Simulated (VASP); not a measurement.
KBr:

```
CELL_PARAMETERS angstrom
0.00000 3.30000 3.30000
3.30000 0.00000 3.30000
3.30000 3.30000 0.00000
ATOMIC_POSITIONS crystal
Br 0.50000 0.50000 0.50000
K 0.00000 0.00000 0.00000
```

```yaml
Program: VASP 6.6.1
Task: relaxation of cell and atoms
Functional: revPBE
Dispersion: D4
Potentials_or_basis: VASP PAW PBE potentials, release 64 (Br, K_sv)
Cutoff: 600 eV
k_mesh: 7 × 7 × 7
Occupations: fermi-dirac, width 0.05 eV
Spin: no spin polarisation
```

At the start: pressure 0.9 GPa; volume 35.94 Å³/atom.

Task: Where does the relaxation end?

Result: Over 4 steps the energy falls by 5.9 meV/atom and the volume is 38.16 Å³/atom (+6.2 %); space group Fm-3m (No. 225, to 0.05 Å).

The path:
```tsv
step	energy change (eV)	largest force (eV/Å)	pressure (GPa)	volume (Å³)
1	0.0000	0.0000	0.89	71.87
2	-0.0085	0.0000	0.42	73.96
3	-0.0117	0.0000	0.05	76.01
4	-0.0117	0.0000	0.01	76.31
```

Final structure:
```
Br K
1.0
     0.00000    3.36659    3.36659
     3.36659    0.00000    3.36659
     3.36659    3.36659    0.00000
Br K
1 1
Direct
  0.50000 0.50000 0.50000
  0.00000 0.00000 0.00000
```

Caveat: the PAW data sets were made with another functional, which shifts forces and pressure a little.
